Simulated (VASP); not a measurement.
Here is a VASP 6.6.1 calculation.

File POSCAR:

```
SrTlI3
1.0
    6.3606449253      0.0000000000      0.0000000000
    0.0000000000      6.3606449253      0.0000000000
    0.0000000000      0.0000000000      6.3606449253
Tl Sr I
1 1 3
Direct
    0.0000000000      0.0000000000      0.0000000000
    0.5000000000      0.5000000000      0.5000000000
    0.5000000000      0.5000000000      0.0000000000
    0.5000000000      0.0000000000      0.5000000000
    0.0000000000      0.5000000000      0.5000000000
```

File INCAR.step1:

```
SYSTEM = SrTlI3
  PREC = Accurate
  ENCUT = 520
  ISMEAR = 0
  SIGMA = 0.01
  LREAL = .False.
  LASPH = .True.
  NELM = 100
  NBANDS = 30
  GGA = PE
  ALGO = Normal
  EDIFF = 1E-4
  LWAVE = .True.
  LCHARG = .False.
```

The input INCAR.step2:

```
SYSTEM = SrTlI3
  PREC = Accurate
  ENCUT = 520
  EDIFF = 1E-6
  ISMEAR = 0
  SIGMA = 0.01
  LREAL = .False.
  LASPH = .True.
  NELM = 100
  ALGO = Normal
  ISIF = 2
  LWAVE = .False.
  LCHARG = .False.
  METAGGA = R2SCAN
  LMIXTAU = .True.
  NBANDS = 30
  ISTART = 1
```

File KPOINTS:

```
Automatic mesh
0
Gamma
  4 4 4
  0 0 0
```

Potentials or basis: VASP PAW PBE potentials, release 64 (Tl_d, Sr_sv, I).

Command:

```console
$ cat potpaw_PBE.64/Tl_d/POTCAR potpaw_PBE.64/Sr_sv/POTCAR potpaw_PBE.64/I/POTCAR > POTCAR
$ cp INCAR.step1 INCAR
$ mpirun -np 1 vasp_std > vasp.out
$ cp INCAR.step2 INCAR
$ mpirun -np 1 vasp_std > vasp.out
```

(1) Predict the pressure.

(2) Estimate the band gap on the k mesh.

Results:

(1) 0.0 GPa.

(2) 2.91 eV (least direct gap 3.23 eV).

Caveat: the PAW data sets were made with another functional, which shifts forces and pressure a little; spin-orbit coupling is left out, which moves the levels of the heavy elements.
